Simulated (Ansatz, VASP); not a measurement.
# Two plane-wave programs on Sc2As3Se3

```xyz
8
Lattice="4.8254 0.0000 0.0000 0.0000 4.8254 0.0000 0.0000 0.0000 10.6482" Properties=species:S:1:pos:R:3 pbc="T T T"
Sc    0.0000    2.4127    3.9975
Sc    2.4127    0.0000    6.6506
As    2.4127    2.4127    2.4619
As    2.4127    2.4127    8.1862
As    2.4127    2.4127    5.3241
Se    0.0000    2.4127    6.8141
Se    2.4127    0.0000    3.8341
Se    2.4127    2.4127    0.0000
```

Alike in both runs: functional PBE; k mesh 3 × 3 × 2; occupations gaussian, width 0.2 eV; no spin polarisation.

Ansatz relaxed the structure, and its values are those at the end. VASP's run is a single point on that final structure, the one shown.

```csv
,VASP,Ansatz
version,VASP 6.6.1,Ansatz 0.2.0
potentials or method,"VASP PAW PBE potentials, release 64 (Sc_sv, As, Se), cutoff 520 eV","scalar-relativistic, plane waves, PAW"
valence electrons in the cell,55,115
```

Ansatz gave:

| Property | Result |
| --- | --- |
| gap on the k mesh at the Fermi level (eV) | none |
| pressure (GPa) | -0.1 |
| rms of the force components (eV/Å) | 0.014 |

Problem. What did VASP give for the same quantities?

Solution. gap on the k mesh at the Fermi level (eV): none; pressure (GPa): 0.0; rms of the force components (eV/Å): 0.017.

A gap of «none» marks a metal or a gap that the smearing closes. VASP's potentials hold 55 valence electrons a cell and Ansatz's 115, so a difference there can come from the potentials and not from the codes.

The k mesh is coarse, so the values compare programs but aren't converged.
